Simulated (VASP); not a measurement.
# Al2Cu (vib) (P4/mmm) in VASP: a series of runs

Runs on Al2Cu (vib). Level: LDA. Tasks: single point, relaxation of cell and atoms.

Program: VASP 6.6.1. These are calculated values, not measurements. Logs are shortened: lines on timing, memory, paths and dates and some standing lists are left out, and cuts for length are marked.

## Step 1: The cell of the first run

It takes space group P4/mmm (No. 123, tetragonal). Conventional cell: a = 4.053 Å, b = 4.053 Å, c = 2.811 Å, α = 90.00°, β = 90.00°, γ = 90.00°. Al (site symmetry mmm) has 4 Cu at 2.47 Å and 6 Al at 2.81 to 2.87 Å within 3.3 Å. Cu (site symmetry 4/mmm) has 8 Al at 2.47 Å and 2 Cu at 2.81 Å within 3.3 Å.

## Step 2: Single point, LDA

INCAR reads:

```
ALGO = Normal
EDIFF = 1E-7
ENCUT = 520
ISIF = 2
ISMEAR = -1
LASPH = T
LCHARG = F
LREAL = F
LWAVE = F
NBANDS = 16
NELM = 80
PREC = Accurate
SIGMA = 0.15
```

KPOINTS reads:

```
k-points
0
Gamma
  8 8 12
```

POSCAR reads:

```
Al2Cu
1.0
    4.0534238704      0.0000000000      0.0000000000
    0.0000000000      4.0534238704      0.0000000000
    0.0000000000      0.0000000000      2.8111850165
Al Cu
2 1
Direct
    0.5000000000      0.0000000000      0.5000000000
    0.0000000000      0.5000000000      0.5000000000
    0.0000000000      0.0000000000      0.0000000000
```

Potentials or basis: VASP PAW LDA potentials, release 64 (Al, Cu).

The run is started by

```
cat potpaw_LDA.64/Al/POTCAR potpaw_LDA.64/Cu/POTCAR > POTCAR
mpirun -np 1 vasp_std > vasp.out
```

OUTCAR:

```text
EDIFF = 1E-7
   ENCUT = 520
   ISIF = 2
   ISMEAR = -1
   LASPH = T
   LREAL = F
   NELM = 80
   PREC = Accurate

 ion  position               nearest neighbor table
   1  0.500  0.000  0.500-   3 2.47   3 2.47   3 2.47   3 2.47   2 2.87   2 2.87   2 2.87   2 2.87

   2  0.000  0.500  0.500-   3 2.47   3 2.47   3 2.47   3 2.47   1 2.87   1 2.87   1 2.87   1 2.87

   3  0.000  0.000  0.000-   1 2.47   2 2.47   1 2.47   2 2.47   2 2.47   2 2.47   1 2.47   1 2.47

  LATTYP: Found a simple tetragonal cell.
 ALAT       =     4.0534238704
 C/A-ratio  =     0.6935334439

  Lattice vectors:

 A1 = (   4.0534238704,   0.0000000000,   0.0000000000)
 A2 = (   0.0000000000,   4.0534238704,   0.0000000000)
 A3 = (   0.0000000000,   0.0000000000,   2.8111850165)

Analysis of symmetry for initial positions (statically):
=====================================================================
 Subroutine PRICEL returns:
 Original cell was already a primitive cell.

 Routine SETGRP: Setting up the symmetry group for a
 simple tetragonal supercell.

 Subroutine GETGRP returns: Found 16 space group operations
 (whereof 16 operations were pure point group operations)
 out of a pool of 16 trial point group operations.

The static configuration has the point symmetry D_4h.

Analysis of symmetry for dynamics (positions and initial velocities):
=====================================================================
 Subroutine PRICEL returns:
 Original cell was already a primitive cell.

 Routine SETGRP: Setting up the symmetry group for a
 simple tetragonal supercell.

 Subroutine GETGRP returns: Found 16 space group operations
 (whereof 16 operations were pure point group operations)
 out of a pool of 16 trial point group operations.

The dynamic configuration has the point symmetry D_4h.

 Subroutine INISYM returns: Found 16 space group operations
 (whereof 16 operations are pure point group operations),
 and found     1 'primitive' translations

----------------------------------------------------------------------------------------

                                     Primitive cell

  volume of cell :      46.1885

  direct lattice vectors                    reciprocal lattice vectors
     4.053423870  0.000000000  0.000000000     0.246705016  0.000000000  0.000000000
     0.000000000  4.053423870  0.000000000     0.000000000  0.246705016  0.000000000
     0.000000000  0.000000000  2.811185017     0.000000000  0.000000000  0.355721873

  length of vectors
     4.053423870  4.053423870  2.811185017     0.246705016  0.246705016  0.355721873

  position of ions in fractional coordinates (direct lattice)
     0.500000000  0.000000000  0.500000000
     0.000000000  0.500000000  0.500000000
     0.000000000  0.000000000  0.000000000

  ion indices of the primitive-cell ions
   primitive index   ion index
                 1           1
                 2           2
                 3           3

----------------------------------------------------------------------------------------

 KPOINTS: k-points

Automatic generation of k-mesh.
 Grid dimensions read from file:
 generate k-points for:    8    8   12

 Generating k-lattice:

  Cartesian coordinates                     Fractional coordinates (reciprocal lattice)
     0.030838127  0.000000000  0.000000000     0.125000000  0.000000000  0.000000000
     0.000000000  0.030838127  0.000000000     0.000000000  0.125000000  0.000000000
     0.000000000  0.000000000  0.029643489     0.000000000  0.000000000  0.083333333

  Length of vectors
     0.030838127  0.030838127  0.029643489

  Shift w.r.t. Gamma in fractional coordinates (k-lattice)
     0.000000000  0.000000000  0.000000000

 Subroutine IBZKPT returns following result:
 ===========================================

 Found    105 irreducible k-points:

 Following reciprocal coordinates:
            Coordinates               Weight
  0.000000  0.000000  0.000000      1.000000
  0.125000  0.000000  0.000000      4.000000
  0.250000  0.000000  0.000000      4.000000
  0.375000  0.000000  0.000000      4.000000
  0.500000  0.000000  0.000000      2.000000
  0.125000  0.125000  0.000000      4.000000
[... 16 lines left out ...]
  0.375000  0.125000  0.083333     16.000000
  0.500000  0.125000  0.083333      8.000000
 [... further k-points ...]
   k-points           NKPTS =    105   k-points in BZ     NKDIM =    105   number of bands    NBANDS=     16
   number of dos      NEDOS =    301   number of ions     NIONS =      3
   total plane-waves  NPLWV =  21600
   dimension x,y,z NGX =    30 NGY =   30 NGZ =   24
   dimension x,y,z NGXF=    60 NGYF=   60 NGZF=   48
   ions per type =               2   1
   NGX,Y,Z   is equivalent  to a cutoff of  12.30, 12.30, 14.19 a.u.
   NGXF,Y,Z  is equivalent  to a cutoff of  24.61, 24.61, 28.39 a.u.
 SYSTEM =  unknown system
   PREC   = accura    normal or accurate (medium, high low for compatibility)
   ISTART =      0    job   : 0-new  1-cont  2-samecut
   ICHARG =      2    charge: 1-file 2-atom 10-const
   ISPIN  =      1    spin polarized calculation?
   LNONCOLLINEAR =      F non collinear calculations
   LSORBIT =      F    spin-orbit coupling
   LASPH  =      T    aspherical Exc in radial PAW
   ENCUT  =  520.0 eV  38.22 Ry    6.18 a.u.   7.54  7.54  5.23*2*pi/ulx,y,z
   NELM   =     80;   NELMIN=  2; NELMDL= -5     # of ELM steps
   EDIFF  = 0.1E-06   stopping-criterion for ELM
   LREAL  =      F    real-space projection
   EDIFFG = 0.1E-05   stopping-criterion for IOM
   NSW    =      0    number of steps for IOM
   IBRION =     -1    ionic relax: 0-MD 1-quasi-New 2-CG
   NFREE  =      0    steps in history (QN), initial steepest desc. (CG)
   ISIF   =      2    stress and relaxation
   ISYM   =      2    0-nonsym 1-usesym 2-fastsym
   POTIM  = 0.5000    time-step for ionic-motion
   TEBEG  =    0.0;   TEEND  =   0.0 temperature during run
   PSTRESS=    0.0 pullay stress
   NELECT =      17.0000    total number of electrons
   NUPDOWN=      -1.0000    fix difference up-down
   EMIN   =  10.00;   EMAX   =-10.00  energy-range for DOS
   EFERMI =   0.00;   METHOD = LEGACY
   ISMEAR =    -1;   SIGMA  =   0.15  broadening in eV -4-tet -1-fermi 0-gaus
   EFERMI_NEDOS =   21; number of points for ismear=-14 and -15
   IALGO  =     38    algorithm
   IMIX   =      4    mixing-type and parameters
     AMIX     =   0.40;   BMIX     =  1.00
     AMIX_MAG =   1.60;   BMIX_MAG =  1.00
  volume/ion in A,a.u.               =      15.40       103.90
  Fermi-wavevector in a.u.,A,eV,Ry     =   1.173221  2.217067 18.727719  1.376448
  Thomas-Fermi vector in A             =   2.309638
   LORBIT       =      0    0 simple, 1 ext, 2 COOP (PROOUT), +10 PAW based schemes
   GGA     = CA    functional components
   LHFCALC =     F    Hartree Fock is set to
   AEXX    =    0.0000 exact exchange contribution
   IVDW    =     0    specifies the selected vdW correction
   LEPSILON=     F    determine dielectric tensor
   LRPA    =     F    only Hartree local field effects (RPA)
 non-spin polarized calculation
  energy-cutoff  :      520.00
  volume of cell :       46.19
 maximum number of plane-waves:      1264
   NGX = 15   NGY = 15   NGZ = 11

 number of electron      17.0000000 magnetization

 Free energy of the ion-electron system (eV)
  ---------------------------------------------------
  ext. energy  EPLUGINS =         0.00000000
  ---------------------------------------------------
  free energy    TOTEN  =       -13.26024482 eV

  energy without entropy =      -13.19757007  energy(sigma->0) =      -13.22890744

 E-fermi :   7.5079     XC(G=0): -10.8063

 val. band max:        7.4836985892   @ k =   0.0000   0.0000   0.0833
 cond. band min:       7.5667867977   @ k =   0.5000   0.5000   0.4167
 fundamental gap:      0.0830882085
 Fermi energy:         7.5078967664

 k-point     1 :       0.0000    0.0000    0.0000
  band No.  band energies     occupation
      1      -3.3663      2.00000
      2       1.7715      2.00000
      3       2.2749      2.00000
      4       2.9880      2.00000
      5       3.2230      2.00000
      6       3.2230      2.00000
[... 8 lines left out ...]
     15      14.8608      0.00000
     16      20.5866      0.00000

 k-point     2 :       0.1250    0.0000    0.0000
  band No.  band energies     occupation
      1      -3.2320      2.00000
      2       1.6960      2.00000
      3       2.2460      2.00000
      4       2.9479      2.00000
      5       3.2189      2.00000
      6       3.2237      2.00000
[... 8 lines left out ...]
     15      16.3128      0.00000
     16      20.0708      0.00000

 k-point     3 :       0.2500    0.0000    0.0000
  band No.  band energies     occupation
      1      -2.8390      2.00000
      2       1.2151      2.00000
      3       2.1991      2.00000
      4       2.8640      2.00000
      5       3.2091      2.00000
      6       3.2254      2.00000
[... 8 lines left out ...]
     15      18.6257      0.00000
     16      18.9810      0.00000

 k-point     4 :       0.3750    0.0000    0.0000
  band No.  band energies     occupation
      1      -2.2412      2.00000
      2       0.2506      2.00000
      3       2.2029      2.00000
      4       2.7931      2.00000
      5       2.9496      2.00000
      6       3.1993      2.00000
[... 8 lines left out ...]
     15      17.8914      0.00000
     16      19.8196      0.00000

 k-point     5 :       0.5000    0.0000    0.0000
  band No.  band energies     occupation
      1      -1.7910      2.00000
      2      -0.3767      2.00000
      3       2.2128      2.00000
      4       2.7666      2.00000
      5       2.9016      2.00000
      6       3.1953      2.00000
[... 8 lines left out ...]
     15      17.3413      0.00000
     16      18.8853      0.00000

 k-point     6 :       0.1250    0.1250    0.0000
  band No.  band energies     occupation
      1      -3.0975      2.00000
      2       1.6612      2.00000
      3       2.2021      2.00000
      4       2.8934      2.00000
      5       3.2193      2.00000
      6       3.2200      2.00000
[... 8 lines left out ...]
     15      17.2266      0.00000
     16      19.8785      0.00000

 k-point     7 :       0.2500    0.1250    0.0000
  band No.  band energies     occupation
      1      -2.7040      2.00000
      2       1.2808      2.00000
      3       2.1281      2.00000
      4       2.7873      2.00000
      5       3.2099      2.00000
      6       3.2215      2.00000
[... 8 lines left out ...]
     15      18.6338      0.00000
     16      19.0437      0.00000

 k-point     8 :       0.3750    0.1250    0.0000
  band No.  band energies     occupation
      1      -2.1041      2.00000
      2       0.3564      2.00000
      3       2.1565      2.00000
      4       2.7230      2.00000
      5       2.9778      2.00000
      6       3.2003      2.00000
[... 8 lines left out ...]
     15      17.9887      0.00000
     16      19.7793      0.00000

 k-point     9 :       0.5000    0.1250    0.0000
  band No.  band energies     occupation
      1      -1.6493      2.00000
      2      -0.2683      2.00000
      3       2.1843      2.00000
      4       2.7073      2.00000
      5       2.9024      2.00000
      6       3.1963      2.00000
[... 8 lines left out ...]
     15      17.4346      0.00000
     16      18.9371      0.00000
[... 172 lines left out ...]
 k-point    19 :       0.3750    0.0000    0.0833
  band No.  band energies     occupation
      1      -2.1088      2.00000
      2       0.3460      2.00000
      3       2.2507      2.00000
      4       2.8137      2.00000
      5       2.9314      2.00000
      6       3.1220      2.00000
[... 8 lines left out ...]
     15      18.7927      0.00000
     16      20.8046      0.00000

 k-point    20 :       0.5000    0.0000    0.0833
  band No.  band energies     occupation
      1      -1.6561      2.00000
      2      -0.2768      2.00000
      3       2.2590      2.00000
      4       2.7894      2.00000
      5       2.9171      2.00000
      6       3.1243      2.00000
[... 8 lines left out ...]
     15      17.4692      0.00000
     16      20.4788      0.00000

 k-point    21 :       0.1250    0.1250    0.0833
  band No.  band energies     occupation
      1      -2.9646      2.00000
      2       1.7088      2.00000
      3       2.2606      2.00000
      4       2.9025      2.00000
      5       3.0762      2.00000
      6       3.0935      2.00000
[... 8 lines left out ...]
     15      18.0795      0.00000
     16      18.3298      0.00000

 k-point    22 :       0.2500    0.1250    0.0833
  band No.  band energies     occupation
      1      -2.5718      2.00000
      2       1.3472      2.00000
      3       2.1855      2.00000
      4       2.8053      2.00000
      5       3.0249      2.00000
      6       3.1037      2.00000
[... 8 lines left out ...]
     15      17.3885      0.00000
     16      19.2441      0.00000

 k-point    23 :       0.3750    0.1250    0.0833
  band No.  band energies     occupation
      1      -1.9723      2.00000
      2       0.4501      2.00000
      3       2.2068      2.00000
      4       2.7476      2.00000
      5       2.9466      2.00000
      6       3.1122      2.00000
[... 8 lines left out ...]
     15      18.4916      0.00000
     16      20.1790      0.00000

 k-point    24 :       0.5000    0.1250    0.0833
  band No.  band energies     occupation
      1      -1.5148      2.00000
      2      -0.1696      2.00000
      3       2.2323      2.00000
      4       2.7301      2.00000
      5       2.9170      2.00000
      6       3.1154      2.00000
[... 8 lines left out ...]
     15      17.5251      0.00000
     16      19.9726      0.00000

 [... further k-points ...]
[... 5 lines left out ...]
  --------------------------------------------------------------------------------------
  -------------------------------------------------------------------------------------
  Total        0.0805646      0.0805646      0.0698961      0.0000000      0.0000000      0.0000000
  in kB        2.7946118      2.7946118      2.4245455      0.0000000      0.0000000      0.0000000
  external PRESSURE =       2.6712564 kB  Pullay stress =       0.0000000 kB

 VOLUME and BASIS-vectors are now :
 -----------------------------------------------------------------------------
  energy-cutoff  :      520.00
  volume of cell :       46.19
      direct lattice vectors                 reciprocal lattice vectors
     4.053423870  0.000000000  0.000000000     0.246705016  0.000000000  0.000000000
     0.000000000  4.053423870  0.000000000     0.000000000  0.246705016  0.000000000
     0.000000000  0.000000000  2.811185017     0.000000000  0.000000000  0.355721873

 POSITION                                       TOTAL-FORCE (eV/Angst)
 -----------------------------------------------------------------------------------
      2.02671      0.00000      1.40559         0.000000      0.000000      0.000000
      0.00000      2.02671      1.40559         0.000000      0.000000      0.000000
      0.00000      0.00000      0.00000         0.000000      0.000000      0.000000
 -----------------------------------------------------------------------------------
    total drift:                               -0.000000     -0.000000     -0.000000

  FREE ENERGIE OF THE ION-ELECTRON SYSTEM (eV)
  ---------------------------------------------------
  free  energy   TOTEN  =       -13.2602448174 eV

  energy  without entropy=      -13.1975700663  energy(sigma->0) =      -13.22890744
```

Wall time 2.4 min (1 thread of AMD EPYC 7R13 (Zen 3), shared host); peak memory 0.16 GiB.

What came out:

| Quantity | Value |
| --- | --- |
| Free energy | -13.2602 eV |
| Pressure | 0.3 GPa |

[end of part 1 of 2]
